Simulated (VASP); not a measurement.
# Hf3Cd (Fm-3m) in VASP: further runs

Runs on Hf3Cd. Level: PBE. Tasks: single point, relaxation of cell and atoms.

Everything below comes from runs of VASP 6.6.1. Logs are shortened: lines on timing, memory, paths and dates and some standing lists are left out, and cuts for length are marked.

## (1) The cell of the first run

It takes space group Fm-3m (No. 225, cubic). The conventional cell has a = 7.011 Å, b = 7.011 Å, c = 7.011 Å, α = 90.00°, β = 90.00°, γ = 90.00°. Within 4.0 Å of Hf (site symmetry -43m) lie 10 Hf at 3.04 to 3.51 Å and 4 Cd at 3.04 Å. Within 4.0 Å of Hf (site symmetry m-3m) lie 8 Hf at 3.04 Å and 6 Cd at 3.51 Å. Within 4.0 Å of Cd (site symmetry m-3m) lie 14 Hf at 3.04 to 3.51 Å.

The cell was generated, and may not be a known phase.

## (2) Single point, PBE

INCAR

```
PREC = Accurate
ENCUT = 520
EDIFF = 1E-6
ISMEAR = 0
SIGMA = 0.1
LREAL = F
LASPH = T
NELM = 80
ALGO = Fast
ISIF = 2
LWAVE = F
LCHARG = F
GGA = PE
NBANDS = 29
```

KPOINTS

```
regular mesh
0
Gamma
  12 12 12
```

POSCAR

```
Hf3Cd
1.0
    0.0000000000      3.5056527674      3.5056527674
    3.5056527674      0.0000000000      3.5056527674
    3.5056527674      3.5056527674      0.0000000000
Hf Cd
3 1
Direct
    0.2500000000      0.2500000000      0.2500000000
    0.7500000000      0.7500000000      0.7500000000
    0.5000000000      0.5000000000      0.5000000000
    0.0000000000      0.0000000000      0.0000000000
```

Potentials or basis: VASP PAW PBE potentials, release 64 (Hf_pv, Cd).

The run is started by

```
> cat potpaw_PBE.64/Hf_pv/POTCAR potpaw_PBE.64/Cd/POTCAR > POTCAR
> mpirun -np 1 vasp_std > vasp.out
```

OUTCAR:

```text
PREC = Accurate
   ENCUT = 520
   EDIFF = 1E-6
   ISMEAR = 0
   LREAL = F
   LASPH = T
   NELM = 80
   ISIF = 2
   GGA = PE

 ion  position               nearest neighbor table
   1  0.250  0.250  0.250-   4 3.04   4 3.04   4 3.04   3 3.04   3 3.04   3 3.04   4 3.04   3 3.04
                             2 3.51   2 3.51   2 3.51   2 3.51   2 3.51   2 3.51
   2  0.750  0.750  0.750-   3 3.04   3 3.04   3 3.04   4 3.04   4 3.04   4 3.04   4 3.04   3 3.04
                             1 3.51   1 3.51   1 3.51   1 3.51   1 3.51   1 3.51
   3  0.500  0.500  0.500-   1 3.04   1 3.04   1 3.04   2 3.04   2 3.04   2 3.04   2 3.04   1 3.04
                             4 3.51   4 3.51   4 3.51   4 3.51   4 3.51   4 3.51
   4  0.000  0.000  0.000-   2 3.04   2 3.04   2 3.04   1 3.04   1 3.04   1 3.04   2 3.04   1 3.04
                             3 3.51   3 3.51   3 3.51   3 3.51   3 3.51   3 3.51

  LATTYP: Found a face centered cubic cell.
 ALAT       =     7.0113055348

  Lattice vectors:

 A1 = (   0.0000000000,   3.5056527674,   3.5056527674)
 A2 = (   3.5056527674,   0.0000000000,   3.5056527674)
 A3 = (   3.5056527674,   3.5056527674,   0.0000000000)

Analysis of symmetry for initial positions (statically):
=====================================================================
 Subroutine PRICEL returns:
 Original cell was already a primitive cell.

 Routine SETGRP: Setting up the symmetry group for a
 face centered cubic supercell.

 Subroutine GETGRP returns: Found 48 space group operations
 (whereof 48 operations were pure point group operations)
 out of a pool of 48 trial point group operations.

The static configuration has the point symmetry O_h .

Analysis of symmetry for dynamics (positions and initial velocities):
=====================================================================
 Subroutine PRICEL returns:
 Original cell was already a primitive cell.

 Routine SETGRP: Setting up the symmetry group for a
 face centered cubic supercell.

 Subroutine GETGRP returns: Found 48 space group operations
 (whereof 48 operations were pure point group operations)
 out of a pool of 48 trial point group operations.

The dynamic configuration has the point symmetry O_h .

 Subroutine INISYM returns: Found 48 space group operations
 (whereof 48 operations are pure point group operations),
 and found     1 'primitive' translations

[... 97 lines left out ...]
   NELM   =     80;   NELMIN=  2; NELMDL= -5     # of ELM steps
   EDIFF  = 0.1E-05   stopping-criterion for ELM
   LREAL  =      F    real-space projection
   EDIFFG = 0.1E-04   stopping-criterion for IOM
   NSW    =      0    number of steps for IOM
   IBRION =     -1    ionic relax: 0-MD 1-quasi-New 2-CG
   NFREE  =      0    steps in history (QN), initial steepest desc. (CG)
   ISIF   =      2    stress and relaxation
   ISYM   =      2    0-nonsym 1-usesym 2-fastsym
   POTIM  = 0.5000    time-step for ionic-motion
   TEBEG  =    0.0;   TEEND  =   0.0 temperature during run
   PSTRESS=    0.0 pullay stress
   NELECT =      42.0000    total number of electrons
   NUPDOWN=      -1.0000    fix difference up-down
   EMIN   =  10.00;   EMAX   =-10.00  energy-range for DOS
   EFERMI =   0.00;   METHOD = LEGACY
   ISMEAR =     0;   SIGMA  =   0.10  broadening in eV -4-tet -1-fermi 0-gaus
   EFERMI_NEDOS =   21; number of points for ismear=-14 and -15
   IALGO  =     68    algorithm
   IMIX   =      4    mixing-type and parameters
     AMIX     =   0.40;   BMIX     =  1.00
     AMIX_MAG =   1.60;   BMIX_MAG =  1.00
  volume/ion in A,a.u.               =      21.54       145.37
  Fermi-wavevector in a.u.,A,eV,Ry     =   1.288385  2.434695 22.584803  1.659936
  Thomas-Fermi vector in A             =   2.420342
   LORBIT       =      0    0 simple, 1 ext, 2 COOP (PROOUT), +10 PAW based schemes
   GGA     = PE    functional components
   LHFCALC =     F    Hartree Fock is set to
   AEXX    =    0.0000 exact exchange contribution
   IVDW    =     0    specifies the selected vdW correction
   LEPSILON=     F    determine dielectric tensor
   LRPA    =     F    only Hartree local field effects (RPA)
 non-spin polarized calculation
 RMM-DIIS sequential band-by-band and
 Gauss-broadening in eV      SIGMA  =   0.10
  energy-cutoff  :      520.00
  volume of cell :       86.17
 maximum number of plane-waves:      2336
 NGX is ok and might be reduce to    40
   NGX = 19   NGY = 19   NGZ = 19

 number of electron      42.0000007 magnetization

 Free energy of the ion-electron system (eV)
  ---------------------------------------------------
  ext. energy  EPLUGINS =         0.00000000
  ---------------------------------------------------
  free energy    TOTEN  =       -29.82606347 eV

  energy without entropy =      -29.80094757  energy(sigma->0) =      -29.81350552

 E-fermi :   4.3953     XC(G=0): -11.3859

 val. band max:        4.3938520739   @ k =  -0.4167   0.5000   0.0833
 cond. band min:       4.3953904846   @ k =   0.5000   0.5000   0.0000
 fundamental gap:      0.0015384107
 Fermi energy:         4.3952591342

 k-point     1 :       0.0000    0.0000    0.0000
  band No.  band energies     occupation
      1     -26.2354      2.00000
      2     -26.2354      2.00000
      3     -26.2354      2.00000
      4     -26.2199      2.00000
      5     -26.2199      2.00000
      6     -26.2199      2.00000
[... 757 lines left out ...]
     28       8.5179      0.00000
     29       8.9404      0.00000

 [... further k-points ...]

------------------------ aborting loop because EDIFF is reached ----------------------------------------

  FORCE on cell =-STRESS in cart. coord.  units (eV):
  Direction    XX          YY          ZZ          XY          YZ          ZX
  --------------------------------------------------------------------------------------
  -------------------------------------------------------------------------------------
  Total       -0.1079282     -0.1079282     -0.1079282     -0.0000000     -0.0000000      0.0000000
  in kB       -2.0068222     -2.0068222     -2.0068222     -0.0000000     -0.0000000      0.0000000
  external PRESSURE =      -2.0068222 kB  Pullay stress =       0.0000000 kB

 VOLUME and BASIS-vectors are now :
 -----------------------------------------------------------------------------
  energy-cutoff  :      520.00
  volume of cell :       86.17
      direct lattice vectors                 reciprocal lattice vectors
     0.000000000  3.505652767  3.505652767    -0.142626790  0.142626790  0.142626790
     3.505652767  0.000000000  3.505652767     0.142626790 -0.142626790  0.142626790
     3.505652767  3.505652767  0.000000000     0.142626790  0.142626790 -0.142626790

 POSITION                                       TOTAL-FORCE (eV/Angst)
 -----------------------------------------------------------------------------------
      1.75283      1.75283      1.75283        -0.000000      0.000000      0.000000
      5.25848      5.25848      5.25848        -0.000000     -0.000000     -0.000000
      3.50565      3.50565      3.50565         0.000000      0.000000      0.000000
      0.00000      0.00000      0.00000         0.000000      0.000000      0.000000
 -----------------------------------------------------------------------------------
    total drift:                               -0.000000      0.000000      0.000000

  FREE ENERGIE OF THE ION-ELECTRON SYSTEM (eV)
  ---------------------------------------------------
  free  energy   TOTEN  =       -29.8260634723 eV

  energy  without entropy=      -29.8009475664  energy(sigma->0) =      -29.81350552
```

OSZICAR:

```text
N       E                     dE             d eps       ncg     rms          rms(c)
DAV:   1     0.214260350565E+03    0.21426E+03   -0.23281E+04  4280   0.141E+03
DAV:   2    -0.193275523055E+02   -0.23359E+03   -0.22614E+03  4555   0.361E+02
DAV:   3    -0.308160457018E+02   -0.11488E+02   -0.11155E+02  5413   0.602E+01
DAV:   4    -0.309939739336E+02   -0.17793E+00   -0.17712E+00  5089   0.677E+00
DAV:   5    -0.309968181784E+02   -0.28442E-02   -0.28430E-02  5138   0.798E-01    0.686E+01
RMM:   6    -0.300398342282E+02    0.95698E+00   -0.15679E+00  4182   0.730E+00    0.411E+01
RMM:   7    -0.298532773623E+02    0.18656E+00   -0.17856E+00  4554   0.628E+00    0.208E+00
RMM:   8    -0.298403394059E+02    0.12938E-01   -0.26266E-01  5491   0.262E+00    0.134E+00
RMM:   9    -0.298272932719E+02    0.13046E-01   -0.33184E-02  5065   0.926E-01    0.623E-01
RMM:  10    -0.298262380749E+02    0.10552E-02   -0.17208E-02  4856   0.553E-01    0.150E-01
RMM:  11    -0.298260343954E+02    0.20368E-03   -0.27411E-03  5279   0.209E-01    0.134E-01
RMM:  12    -0.298260618164E+02   -0.27421E-04   -0.61985E-04  5748   0.108E-01    0.811E-02
RMM:  13    -0.298260649274E+02   -0.31110E-05   -0.11559E-04  5402   0.571E-02    0.351E-02
RMM:  14    -0.298260629462E+02    0.19812E-05   -0.21058E-05  5273   0.220E-02    0.180E-02
RMM:  15    -0.298260634723E+02   -0.52610E-06   -0.57814E-06  4481   0.107E-02
   1 F= -.29826063E+02 E0= -.29813506E+02  d E =-.251159E-01
```

Wall time 1.9 min (1 thread of Intel Xeon 6975P-C (Granite Rapids), shared host); peak memory 0.34 GiB.

What came out:

* Free energy: -29.8261 eV
* Pressure: -0.2 GPa
* Band gap on the k mesh: zero (bands 21 and 22 overlap by 0.46 eV)

Caveat: spin-orbit coupling is left out, which moves the levels of the heavy elements.

## (3) Single point, PBE

INCAR

```
SYSTEM = Hf3Cd
ALGO     = Fast           ! electronic algorithm
EDIFF    = 1E-7           ! SCF threshold, eV
ENCUT    = 520            ! plane-wave cutoff, eV
GGA      = PE             ! functional
ISIF     = 2              ! what is computed and relaxed
ISMEAR   = 0              ! smearing method
LASPH    = .True.         ! aspherical terms in the spheres
LCHARG   = .True.         ! write CHGCAR
LELF     = .True.         ! ELF
LREAL    = .False.        ! projectors in reciprocal space
LVHAR    = .True.       
LWAVE    = .False.        ! write WAVECAR
NBANDS   = 29             ! bands
NELM     = 80             ! most SCF steps
PREC     = Accurate       ! precision mode
SIGMA    = 0.1            ! smearing width, eV
```

KPOINTS

```
k-points
0
Gamma
  12 12 12
  0 0 0
```

POSCAR is that of step 2.

Potentials or basis: VASP PAW PBE potentials, release 64 (Hf_pv, Cd).

The run is started by

```
> cat potpaw_PBE.64/Hf_pv/POTCAR potpaw_PBE.64/Cd/POTCAR > POTCAR
> mpirun -np 1 vasp_std > vasp.out
```

It took 2.2 min on 1 thread of Intel Xeon 6975P-C (Granite Rapids), shared host; peak memory 0.35 GiB.

Results (log left out):

```
Free energy            : -29.8261 eV
Pressure               : -0.2 GPa
Band gap on the k mesh : zero (bands 21 and 22 overlap by 0.46 eV)
```

Levels at points of the mesh, in eV from the Fermi level:
```csv
k point,band 17,band 18,band 19,band 20,band 21,band 22,band 23,band 24,band 25,band 26
"(0.00, 0.00, 0.00)",-1.53,-1.53,-1.49,-1.49,0.20,0.20,0.20,3.08,3.99,3.99
"(0.50, 0.00, 0.00)",-1.77,-1.77,-0.93,-0.41,-0.41,0.40,0.40,0.95,1.83,1.83
"(0.50, 0.50, 0.00)",-2.41,-2.26,-0.28,-0.05,-0.05,0.00,0.00,1.59,1.59,1.83
```

Caveat: spin-orbit coupling is left out, which moves the levels of the heavy elements.

## (4) Relaxation of cell and atoms, PBE

INCAR

```
PREC = Accurate ; ENCUT = 600
EDIFF = 1E-7 ; ISMEAR = 0
SIGMA = 0.1 ; LREAL = F
LASPH = T ; NELM = 80
ALGO = Fast ; ISIF = 3
LWAVE = F ; LCHARG = F
GGA = PE ; IBRION = 2
NSW = 100 ; EDIFFG = -0.01
```

KPOINTS

```
regular mesh
0
Gamma
  12 12 12
```

POSCAR

```
Hf3Cd
1.0
    0.0000000000      3.5079659632      3.5079659632
    3.5079659632      0.0000000000      3.5079659632
    3.5079659632      3.5079659632      0.0000000000
Hf Cd
3 1
Direct
    0.2500000000      0.2500000000      0.2500000000
    0.7500000000      0.7500000000      0.7500000000
    0.5000000000      0.5000000000      0.5000000000
    0.0000000000      0.0000000000      0.0000000000
```

The run is started by

```
> cat potpaw_PBE.64/Hf_pv/POTCAR potpaw_PBE.64/Cd/POTCAR > POTCAR
> mpirun -np 1 vasp_std > vasp.out
```

It took 4.4 min on 1 thread of Intel Xeon 6975P-C (Granite Rapids), shared host; peak memory 0.37 GiB.

Results (log left out):

| Property | Result |
| --- | --- |
| Free energy | -29.8263 eV |
| Relaxed volume | 21.49 Å³/atom |
| Relaxed cell | a = 4.954 Å, b = 4.954 Å, c = 4.954 Å, α = 60.00°, β = 60.00°, γ = 60.00° |
| Space group after relaxing (to 0.1 Å) | Fm-3m (No. 225) |
| Energy gained by relaxing | 0.1 meV/atom |
| Ionic steps | 3 |
| Pressure after relaxing | 0.0 GPa |
| Band gap on the k mesh | zero (bands 21 and 22 overlap by 0.46 eV) |

The path:
```csv
step,energy change (eV),largest force (eV/Å),pressure (GPa),volume (Å³)
1,0.0000,0.0000,-0.41,86.34
2,-0.0001,0.0000,0.39,85.64
3,-0.0005,0.0000,0.00,85.97
```

Final structure:
```xyz
4
Lattice="0.0000 3.5030 3.5030 3.5030 0.0000 3.5030 3.5030 3.5030 0.0000" Properties=species:S:1:pos:R:3 pbc="T T T"
Hf    1.7515    1.7515    1.7515
Hf    5.2545    5.2545    5.2545
Hf    3.5030    3.5030    3.5030
Cd    0.0000    0.0000    0.0000
```

Levels at points of the mesh, in eV from the Fermi level:
```
           k point  band 19  band 20  band 21  band 22  band 23  band 24
(0.00, 0.00, 0.00)    -1.49    -1.49     0.20     0.20     0.20     3.09
(0.50, 0.00, 0.00)    -0.93    -0.41    -0.41     0.40     0.40     0.95
(0.50, 0.50, 0.00)    -0.28    -0.05    -0.05     0.00     0.00     1.59
```

Caveat: spin-orbit coupling is left out, which moves the levels of the heavy elements.
